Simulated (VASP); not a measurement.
# Dy: relaxation of shape and atoms at fixed volume with PBE+U

Dy:

```
CELL_PARAMETERS angstrom
3.59478 0.00000 0.00000
-1.79739 3.11317 0.00000
0.00000 0.00000 5.65459
ATOMIC_POSITIONS crystal
Dy 0.33333 0.66667 0.75000
Dy 0.66667 0.33333 0.25000
```

```yaml
Program: VASP 6.6.1
Task: relaxation of shape and atoms at fixed volume
Functional: PBE
Potentials_or_basis: VASP PAW PBE potentials, release 64 (Dy)
Cutoff: 600 eV
k_mesh: 6 × 6 × 4
Occupations: gaussian, width 0.05 eV
Spin: collinear spin, ferromagnetic start
Starting_moments: "[5.95, 5.95] μB"
Hubbard_terms: Dy f U = 6.0 eV
Dipole_correction: no
Further_INCAR_settings: ALGO = Normal; EDIFF = 1e-06; IBRION = 2; EDIFFG = -0.01; NSW = 60; ISIF = 4
```

```json
{
  "Pressure after relaxing": "5.0 GPa",
  "Net moment": "9.16 μB per cell",
  "Site moments": "Dy +4.36 μB",
  "Valence electrons inside the program's atomic spheres": "Dy 17.95"
}
```

Final structure:
```
Dy
1.0
     3.59478    0.00000    0.00000
    -1.79739    3.11317    0.00000
     0.00000    0.00000    5.65459
Dy
2
Direct
  0.33333 0.66667 0.75000
  0.66667 0.33333 0.25000
```

Levels at points of the mesh, in eV from the Fermi level:
Spin up:
| k point | band 21 | band 22 | band 23 | band 24 | band 25 | band 26 | band 27 | band 28 |
| --- | --- | --- | --- | --- | --- | --- | --- | --- |
| (0.00, 0.00, 0.00) | -3.56 | -3.01 | -2.87 | -1.97 | 1.60 | 2.14 | 2.14 | 2.73 |
| (0.50, 0.00, 0.00) | -2.90 | -2.85 | -1.74 | -1.21 | -0.55 | 0.26 | 2.09 | 2.14 |
| (0.00, 0.00, 0.50) | -3.37 | -3.37 | -2.95 | -2.95 | 1.47 | 1.47 | 2.11 | 2.11 |
| (0.50, 0.00, 0.50) | -2.90 | -2.90 | -1.67 | -1.67 | 0.34 | 0.34 | 1.94 | 1.94 |
Spin down:
| k point | band 12 | band 13 | band 14 | band 15 | band 16 | band 17 | band 18 | band 19 | band 20 | band 21 |
| --- | --- | --- | --- | --- | --- | --- | --- | --- | --- | --- |
| (0.00, 0.00, 0.00) | -0.81 | -0.15 | -0.15 | -0.09 | -0.09 | 2.04 | 2.70 | 2.70 | 3.22 | 3.48 |
| (0.50, 0.00, 0.00) | -0.77 | -0.49 | -0.10 | -0.05 | 0.01 | 0.07 | 0.81 | 2.56 | 2.60 | 3.17 |
| (0.00, 0.00, 0.50) | -0.94 | -0.11 | -0.11 | -0.11 | -0.11 | 2.07 | 2.07 | 2.69 | 2.69 | 2.69 |
| (0.50, 0.00, 0.50) | -0.81 | -0.21 | -0.21 | -0.02 | -0.02 | 0.95 | 0.95 | 2.51 | 2.51 | 3.89 |

Eigenvalues of the final occupation matrices:
| site | spin | trace | eigenvalues |
| --- | --- | --- | --- |
| site 1 f | 1 | 6.93 | 0.98 0.99 0.99 0.99 0.99 0.99 0.99 |
| site 1 f | 2 | 2.61 | 0.00 0.00 0.00 0.00 0.82 0.82 0.96 |
| site 2 f | 1 | 6.93 | 0.98 0.99 0.99 0.99 0.99 0.99 0.99 |
| site 2 f | 2 | 2.61 | 0.00 0.00 0.00 0.00 0.82 0.82 0.96 |

Wall time 6.7 min on 1 thread of Intel(R) Xeon(R) Platinum 8259CL CPU @ 2.50GHz (Skylake/Cascade Lake) (shared host), peak memory 0.29 GiB.

Caveat: the magnetic or orbital state may not be the lowest; the relaxation stopped at its first step, so nothing moved; spin-orbit coupling is left out, which moves the levels of the heavy elements. The state reached can hang on the start; a lower one may exist.
